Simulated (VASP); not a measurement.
# PtSe3 (Pm-3m) in VASP: a series of runs, part 2 of 2

VASP 6.6.1.

## (5) Single point, PBE

File INCAR:

```
ALGO = Normal
EDIFF = 1E-6
ENCUT = 520
GGA = PE
ISIF = 2
ISMEAR = 0
LASPH = T
LCHARG = F
LREAL = F
LWAVE = F
NBANDS = 22
NELM = 100
PREC = Accurate
SIGMA = 0.1
```

File KPOINTS:

```
k-points
0
Gamma
  10 10 10
```

File POSCAR:

```
PtSe3
1.0
    4.2415075451      0.0000000000      0.0000000000
    0.0000000000      4.2415075451      0.0000000000
    0.0000000000      0.0000000000      4.2415075451
Pt Se
1 3
Direct
    0.0000000000      0.0000000000      0.0000000000
    0.0000000000      0.5000000000      0.5000000000
    0.5000000000      0.0000000000      0.5000000000
    0.5000000000      0.5000000000      0.0000000000
```

Potentials or basis: VASP PAW PBE potentials, release 64 (Pt, Se).

Launch:

```console
$ cat potpaw_PBE.64/Pt/POTCAR potpaw_PBE.64/Se/POTCAR > POTCAR
$ mpirun -np 1 vasp_std > vasp.out
```

OUTCAR:

```text
EDIFF = 1E-6
   ENCUT = 520
   GGA = PE
   ISIF = 2
   ISMEAR = 0
   LASPH = T
   LREAL = F
   NELM = 100
   PREC = Accurate

 ion  position               nearest neighbor table
   1  0.000  0.000  0.000-   2 3.00   3 3.00   4 3.00   2 3.00   3 3.00   2 3.00   4 3.00   2 3.00
                             3 3.00   4 3.00   3 3.00   4 3.00
   2  0.000  0.500  0.500-   1 3.00   1 3.00   1 3.00   1 3.00
   3  0.500  0.000  0.500-   1 3.00   1 3.00   1 3.00   1 3.00
   4  0.500  0.500  0.000-   1 3.00   1 3.00   1 3.00   1 3.00

  LATTYP: Found a simple cubic cell.
 ALAT       =     4.2415075451

  Lattice vectors:

 A1 = (   4.2415075451,   0.0000000000,   0.0000000000)
 A2 = (   0.0000000000,   4.2415075451,   0.0000000000)
 A3 = (   0.0000000000,   0.0000000000,   4.2415075451)

Analysis of symmetry for initial positions (statically):
=====================================================================
 Subroutine PRICEL returns:
 Original cell was already a primitive cell.

[... 167 lines left out ...]
  ---------------------------------------------------
  ext. energy  EPLUGINS =         0.00000000
  ---------------------------------------------------
  free energy    TOTEN  =       -13.67784763 eV

  energy without entropy =      -13.65912763  energy(sigma->0) =      -13.66848763

 E-fermi :   6.9477     XC(G=0): -11.1912

 val. band max:        6.9386767846   @ k =   0.5000   0.4000   0.0000
 cond. band min:       6.9527683465   @ k =   0.5000   0.3000   0.3000
 fundamental gap:      0.0140915619
 Fermi energy:         6.9477234107

 k-point     1 :       0.0000    0.0000    0.0000
  band No.  band energies     occupation
      1      -9.3381      2.00000
      2      -5.1435      2.00000
      3      -5.1435      2.00000
      4       1.1296      2.00000
      5       1.1296      2.00000
      6       1.1296      2.00000
[... 589 lines left out ...]
     21      14.7913      0.00000
     22      15.3392      0.00000

 [... further k-points ...]
[... 5 lines left out ...]
  --------------------------------------------------------------------------------------
  -------------------------------------------------------------------------------------
  Total       -0.0278091     -0.0278091     -0.0278091     -0.0000000      0.0000000     -0.0000000
  in kB       -0.5838983     -0.5838983     -0.5838983     -0.0000000      0.0000000     -0.0000000
  external PRESSURE =      -0.5838983 kB  Pullay stress =       0.0000000 kB

 VOLUME and BASIS-vectors are now :
 -----------------------------------------------------------------------------
  energy-cutoff  :      520.00
  volume of cell :       76.31
      direct lattice vectors                 reciprocal lattice vectors
     4.241507545  0.000000000  0.000000000     0.235765230  0.000000000  0.000000000
     0.000000000  4.241507545  0.000000000     0.000000000  0.235765230  0.000000000
     0.000000000  0.000000000  4.241507545     0.000000000  0.000000000  0.235765230

 POSITION                                       TOTAL-FORCE (eV/Angst)
 -----------------------------------------------------------------------------------
      0.00000      0.00000      0.00000         0.000000      0.000000      0.000000
      0.00000      2.12075      2.12075         0.000000      0.000000      0.000000
      2.12075      0.00000      2.12075         0.000000      0.000000      0.000000
      2.12075      2.12075      0.00000         0.000000      0.000000      0.000000
 -----------------------------------------------------------------------------------
    total drift:                                0.000000     -0.000000     -0.000000

  FREE ENERGIE OF THE ION-ELECTRON SYSTEM (eV)
  ---------------------------------------------------
  free  energy   TOTEN  =       -13.6778476344 eV

  energy  without entropy=      -13.6591276330  energy(sigma->0) =      -13.66848763
```

OSZICAR:

```text
N       E                     dE             d eps       ncg     rms          rms(c)
DAV:   1     0.138927505004E+03    0.13893E+03   -0.12591E+04  2496   0.113E+03
DAV:   2    -0.592981352734E+01   -0.14486E+03   -0.13781E+03  3116   0.211E+02
DAV:   3    -0.137324539590E+02   -0.78026E+01   -0.76062E+01  2950   0.471E+01
DAV:   4    -0.138009613006E+02   -0.68507E-01   -0.68430E-01  2842   0.503E+00
DAV:   5    -0.138016029983E+02   -0.64170E-03   -0.64165E-03  2974   0.485E-01    0.909E+00
DAV:   6    -0.137992092147E+02    0.23938E-02   -0.15995E+00  2860   0.682E+00    0.665E+00
DAV:   7    -0.136901538866E+02    0.10906E+00   -0.67237E-01  2740   0.496E+00    0.380E+00
DAV:   8    -0.136784333198E+02    0.11721E-01   -0.80936E-02  2776   0.169E+00    0.447E-01
DAV:   9    -0.136780503909E+02    0.38293E-03   -0.35199E-03  2878   0.318E-01    0.188E-01
DAV:  10    -0.136778562490E+02    0.19414E-03   -0.15813E-03  2860   0.237E-01    0.303E-02
DAV:  11    -0.136778469786E+02    0.92705E-05   -0.71146E-05  2878   0.554E-02    0.128E-02
DAV:  12    -0.136778476344E+02   -0.65587E-06   -0.57326E-06  2894   0.134E-02
   1 F= -.13677848E+02 E0= -.13668488E+02  d E =-.187200E-01
```

stdout:

```text
POSCAR found type information on POSCAR PtSe
 POSCAR found :  2 types and       4 ions
 scaLAPACK will be used
 LDA part: xc-table for (Slater+PW92), standard interpolation
 POSCAR, INCAR and KPOINTS ok, starting setup
 FFT: planning ... GRIDC
 FFT: planning ... GRID_SOFT
 FFT: planning ... GRID
 WAVECAR not read
 entering main loop
```

Wall time 77 s (1 thread of Intel Xeon 8259CL, shared host); peak memory 0.23 GiB.

What came out:

| Quantity | Value |
| --- | --- |
| Free energy | -13.6778 eV |
| Pressure | -0.1 GPa |
| Band gap on the k mesh | zero (bands 14 and 15 overlap by 2.83 eV) |

Caveat: spin-orbit coupling is left out, which moves the levels of the heavy elements.

## (6) Relaxation of cell and atoms, PBE

File INCAR:

```
PREC = Accurate
ENCUT = 600
EDIFF = 1E-7
ISMEAR = 0
SIGMA = 0.1
LREAL = F
LASPH = T
NELM = 60
ALGO = Normal
ISIF = 3
LWAVE = F
LCHARG = F
GGA = PE
IBRION = 2
NSW = 100
EDIFFG = -0.01
```

File KPOINTS:

```
Automatic mesh
0
Gamma
  10 10 10
```

File POSCAR:

```
PtSe3
1.0
    4.2443044550      0.0000000000      0.0000000000
    0.0000000000      4.2443044550      0.0000000000
    0.0000000000      0.0000000000      4.2443044550
Pt Se
1 3
Direct
    0.0000000000      0.0000000000      0.0000000000
    0.0000000000      0.5000000000      0.5000000000
    0.5000000000      0.0000000000      0.5000000000
    0.5000000000      0.5000000000      0.0000000000
```

Potentials or basis: VASP PAW PBE potentials, release 64 (Pt, Se).

Launch:

```console
$ cat potpaw_PBE.64/Pt/POTCAR potpaw_PBE.64/Se/POTCAR > POTCAR
$ mpirun -np 1 vasp_std > vasp.out
```

OUTCAR:

```text
PREC = Accurate
   ENCUT = 600
   EDIFF = 1E-7
   ISMEAR = 0
   LREAL = F
   LASPH = T
   NELM = 60
   ISIF = 3
   GGA = PE
   IBRION = 2
   NSW = 100
   EDIFFG = -0.01

 ion  position               nearest neighbor table
   1  0.000  0.000  0.000-   2 3.00   3 3.00   4 3.00   2 3.00   3 3.00   2 3.00   4 3.00   2 3.00
                             3 3.00   4 3.00   3 3.00   4 3.00
   2  0.000  0.500  0.500-   1 3.00   1 3.00   1 3.00   1 3.00
   3  0.500  0.000  0.500-   1 3.00   1 3.00   1 3.00   1 3.00
   4  0.500  0.500  0.000-   1 3.00   1 3.00   1 3.00   1 3.00

  LATTYP: Found a simple cubic cell.
 ALAT       =     4.2443044550

  Lattice vectors:

 A1 = (   4.2443044550,   0.0000000000,   0.0000000000)
 A2 = (   0.0000000000,   4.2443044550,   0.0000000000)
 A3 = (   0.0000000000,   0.0000000000,   4.2443044550)

Analysis of symmetry for initial positions (statically):
=====================================================================
 Subroutine PRICEL returns:
 Original cell was already a primitive cell.

 Routine SETGRP: Setting up the symmetry group for a
 simple cubic supercell.

 Subroutine GETGRP returns: Found 48 space group operations
 (whereof 48 operations were pure point group operations)
 out of a pool of 48 trial point group operations.

The static configuration has the point symmetry O_h .

Analysis of symmetry for dynamics (positions and initial velocities):
=====================================================================
 Subroutine PRICEL returns:
 Original cell was already a primitive cell.

 Routine SETGRP: Setting up the symmetry group for a
 simple cubic supercell.

 Subroutine GETGRP returns: Found 48 space group operations
 (whereof 48 operations were pure point group operations)
 out of a pool of 48 trial point group operations.

The dynamic configuration has the point symmetry O_h .

 Subroutine INISYM returns: Found 48 space group operations
 (whereof 48 operations are pure point group operations),
 and found     1 'primitive' translations

----------------------------------------------------------------------------------------

                                     Primitive cell

  volume of cell :      76.4574

  direct lattice vectors                    reciprocal lattice vectors
     4.244304455  0.000000000  0.000000000     0.235609865  0.000000000  0.000000000
     0.000000000  4.244304455  0.000000000     0.000000000  0.235609865  0.000000000
     0.000000000  0.000000000  4.244304455     0.000000000  0.000000000  0.235609865

  length of vectors
     4.244304455  4.244304455  4.244304455     0.235609865  0.235609865  0.235609865

  position of ions in fractional coordinates (direct lattice)
     0.000000000  0.000000000  0.000000000
     0.000000000  0.500000000  0.500000000
     0.500000000  0.000000000  0.500000000
     0.500000000  0.500000000  0.000000000

  ion indices of the primitive-cell ions
   primitive index   ion index
                 1           1
                 2           2
                 3           3
                 4           4

----------------------------------------------------------------------------------------

 KPOINTS: Automatic mesh

[... 27 lines left out ...]
  0.300000  0.000000  0.000000      6.000000
  0.400000  0.000000  0.000000      6.000000
  0.500000  0.000000  0.000000      3.000000
[... 16 lines left out ...]
  0.200000  0.100000  0.100000     24.000000
  0.300000  0.100000  0.100000     24.000000
 [... further k-points ...]
   k-points           NKPTS =     56   k-points in BZ     NKDIM =     56   number of bands    NBANDS=     18
   number of dos      NEDOS =    301   number of ions     NIONS =      4
   total plane-waves  NPLWV =  46656
   dimension x,y,z NGX =    36 NGY =   36 NGZ =   36
   dimension x,y,z NGXF=    72 NGYF=   72 NGZF=   72
   ions per type =               1   3
   NGX,Y,Z   is equivalent  to a cutoff of  14.10, 14.10, 14.10 a.u.
   NGXF,Y,Z  is equivalent  to a cutoff of  28.20, 28.20, 28.20 a.u.
 SYSTEM =  unknown system
   PREC   = accura    normal or accurate (medium, high low for compatibility)
   ISTART =      0    job   : 0-new  1-cont  2-samecut
   ICHARG =      2    charge: 1-file 2-atom 10-const
   ISPIN  =      1    spin polarized calculation?
   LNONCOLLINEAR =      F non collinear calculations
   LSORBIT =      F    spin-orbit coupling
   LASPH  =      T    aspherical Exc in radial PAW
   ENCUT  =  600.0 eV  44.10 Ry    6.64 a.u.   8.48  8.48  8.48*2*pi/ulx,y,z
   NELM   =     60;   NELMIN=  2; NELMDL= -5     # of ELM steps
   EDIFF  = 0.1E-06   stopping-criterion for ELM
   LREAL  =      F    real-space projection
   EDIFFG = -.1E-01   stopping-criterion for IOM
   NSW    =    100    number of steps for IOM
   IBRION =      2    ionic relax: 0-MD 1-quasi-New 2-CG
   NFREE  =      1    steps in history (QN), initial steepest desc. (CG)
   ISIF   =      3    stress and relaxation
   ISYM   =      2    0-nonsym 1-usesym 2-fastsym
   POTIM  = 0.5000    time-step for ionic-motion
   TEBEG  =    0.0;   TEEND  =   0.0 temperature during run
   PSTRESS=    0.0 pullay stress
   NELECT =      28.0000    total number of electrons
   NUPDOWN=      -1.0000    fix difference up-down
   EMIN   =  10.00;   EMAX   =-10.00  energy-range for DOS
   EFERMI =   0.00;   METHOD = LEGACY
   ISMEAR =     0;   SIGMA  =   0.10  broadening in eV -4-tet -1-fermi 0-gaus
   EFERMI_NEDOS =   21; number of points for ismear=-14 and -15
   IALGO  =     38    algorithm
   IMIX   =      4    mixing-type and parameters
     AMIX     =   0.40;   BMIX     =  1.00
     AMIX_MAG =   1.60;   BMIX_MAG =  1.00
  volume/ion in A,a.u.               =      19.11       128.99
  Fermi-wavevector in a.u.,A,eV,Ry     =   1.171263  2.213366 18.665238  1.371856
  Thomas-Fermi vector in A             =   2.307709
   LORBIT       =      0    0 simple, 1 ext, 2 COOP (PROOUT), +10 PAW based schemes
   GGA     = PE    functional components
   LHFCALC =     F    Hartree Fock is set to
   AEXX    =    0.0000 exact exchange contribution
   IVDW    =     0    specifies the selected vdW correction
   LEPSILON=     F    determine dielectric tensor
   LRPA    =     F    only Hartree local field effects (RPA)
 conjugate gradient relaxation of ions
 non-spin polarized calculation
 Gauss-broadening in eV      SIGMA  =   0.10
  energy-cutoff  :      600.00
  volume of cell :       76.46
 maximum number of plane-waves:      2578
 NGX is ok and might be reduce to    36
   NGX = 17   NGY = 17   NGZ = 17

--------------------------------------- Ionic step        1  -------------------------------------------

 number of electron      27.9999998 magnetization

 Free energy of the ion-electron system (eV)
  ---------------------------------------------------
  ext. energy  EPLUGINS =         0.00000000
  ---------------------------------------------------
  free energy    TOTEN  =       -13.67781004 eV

  energy without entropy =      -13.65906492  energy(sigma->0) =      -13.66843748

------------------------ aborting loop because EDIFF is reached ----------------------------------------

  FORCE on cell =-STRESS in cart. coord.  units (eV):
  Direction    XX          YY          ZZ          XY          YZ          ZX
  --------------------------------------------------------------------------------------
  -------------------------------------------------------------------------------------
  Total       -0.0985479     -0.0985479     -0.0985479      0.0000000     -0.0000000      0.0000000
  in kB       -2.0650870     -2.0650870     -2.0650870      0.0000000     -0.0000000      0.0000000
  external PRESSURE =      -2.0650870 kB  Pullay stress =       0.0000000 kB
[... 63 lines left out ...]
--------------------------------------- Ionic step        3  -------------------------------------------

 number of electron      27.9999998 magnetization

 Free energy of the ion-electron system (eV)
  ---------------------------------------------------
  ext. energy  EPLUGINS =         0.00000000
  ---------------------------------------------------
  free energy    TOTEN  =       -13.67792573 eV

  energy without entropy =      -13.65921701  energy(sigma->0) =      -13.66857137

 E-fermi :   6.9522     XC(G=0): -11.1929

 val. band max:        6.9430905962   @ k =   0.5000   0.4000   0.0000
 cond. band min:       6.9566974286   @ k =   0.5000   0.3000   0.3000
 fundamental gap:      0.0136068324
 Fermi energy:         6.9522419110

 k-point     1 :       0.0000    0.0000    0.0000
  band No.  band energies     occupation
      1      -9.3365      2.00000
      2      -5.1394      2.00000
      3      -5.1394      2.00000
      4       1.1319      2.00000
      5       1.1319      2.00000
      6       1.1319      2.00000
[... 481 lines left out ...]
      5       1.7768      2.00000
      6       2.2990      2.00000
[... 10 lines left out ...]
     17       8.0362      0.00000
     18       8.8029      0.00000

 [... further k-points ...]
[... 5 lines left out ...]
  --------------------------------------------------------------------------------------
  -------------------------------------------------------------------------------------
  Total        0.0021267      0.0021267      0.0021267      0.0000000     -0.0000000     -0.0000000
  in kB        0.0446686      0.0446686      0.0446686      0.0000000     -0.0000000     -0.0000000
  external PRESSURE =       0.0446686 kB  Pullay stress =       0.0000000 kB
[... 19 lines left out ...]
  FREE ENERGIE OF THE ION-ELECTRON SYSTEM (eV)
  ---------------------------------------------------
  free  energy   TOTEN  =       -13.6779257321 eV

  energy  without entropy=      -13.6592170059  energy(sigma->0) =      -13.66857137

 reached required accuracy - stopping structural energy minimisation
```

OSZICAR:

```text
N       E                     dE             d eps       ncg     rms          rms(c)
DAV:   1     0.162756962408E+03    0.16276E+03   -0.14006E+04  2016   0.155E+03
DAV:   2    -0.439219785076E+01   -0.16715E+03   -0.16403E+03  2706   0.258E+02
DAV:   3    -0.136084353400E+02   -0.92162E+01   -0.88595E+01  2246   0.601E+01
[... 25 lines left out ...]
DAV:   3    -0.136779403482E+02    0.27607E-03   -0.12400E-03  2016   0.228E-01    0.249E-02
DAV:   4    -0.136779257928E+02    0.14555E-04   -0.91215E-05  2048   0.541E-02    0.109E-02
DAV:   5    -0.136779258520E+02   -0.59246E-07   -0.33580E-06  2072   0.120E-02    0.881E-03
DAV:   6    -0.136779257082E+02    0.14382E-06   -0.73732E-07  1970   0.632E-03    0.488E-04
DAV:   7    -0.136779257321E+02   -0.23866E-07   -0.22146E-08  1008   0.110E-03
   3 F= -.13677926E+02 E0= -.13668571E+02  d E =-.115689E-03
```

Wall time 3.8 min (1 thread of Intel Xeon 8259CL, shared host); peak memory 0.28 GiB.

What came out:

* Free energy: -13.6779 eV
* Relaxed volume: 19.07 Å³/atom
* Relaxed cell: a = 4.241 Å, b = 4.241 Å, c = 4.241 Å, α = 90.00°, β = 90.00°, γ = 90.00°
* Space group after relaxing (to 0.1 Å): Pm-3m (No. 221)
* Energy gained by relaxing: 0.0 meV/atom
* Ionic steps: 3
* Pressure after relaxing: 0.0 GPa
* Band gap on the k mesh: zero (bands 14 and 15 overlap by 2.83 eV)

Step by step:
```
step  energy change (eV)  largest force (eV/Å)  pressure (GPa)  volume (Å³)
   1              0.0000                0.0000           -0.21        76.46
   2             -0.0001                0.0000            0.12        76.19
   3             -0.0001                0.0000            0.00        76.28
```

Final structure:
```xyz
4
Lattice="4.2410 0.0000 0.0000 0.0000 4.2410 0.0000 0.0000 0.0000 4.2410" Properties=species:S:1:pos:R:3 pbc="T T T"
Pt    0.0000    0.0000    0.0000
Se    0.0000    2.1205    2.1205
Se    2.1205    0.0000    2.1205
Se    2.1205    2.1205    0.0000
```

Caveat: spin-orbit coupling is left out, which moves the levels of the heavy elements.

## (7) Overview

| task | cell | k mesh | cutoff (eV) | gap on the mesh (eV) | pressure (GPa) | relaxed volume (Å³/atom) |
| --- | --- | --- | --- | --- | --- | --- |
| single point | a = 4.244 Å, 4 atoms | 4 × 4 × 4 | 520 | none | -0.2 | - |
| single point | a = 4.506 Å, 4 atoms | 4 × 4 × 4 | 520 | none | -10.2 | - |
| relaxation of cell and atoms | relaxed from a = 4.506 Å, 4 atoms | 4 × 4 × 4 | 600 | none | -0.1 | 19.10 |
| single point | a = 4.242 Å, 4 atoms | 10 × 10 × 10 | 520 | none | -0.1 | - |
| relaxation of cell and atoms | relaxed from a = 4.244 Å, 4 atoms | 10 × 10 × 10 | 600 | none | 0.0 | 19.07 |

Alike in all rows: level PBE; potentials or basis VASP PAW PBE potentials, release 64 (Pt, Se); no spin polarisation; smearing gaussian 0.1 eV.

Caveats: some runs use coarse meshes; spin-orbit coupling is left out, which moves the levels of the heavy elements; the cell stands under tension (at least some runs); the volume moved by over 15 % at a fixed basis, so the end points are rough (at least some runs).

Total energies depend on the potentials used, so only differences within one code and one set of settings carry meaning.

The gap in the log of VASP goes by the Fermi energy; the results here count the filled bands.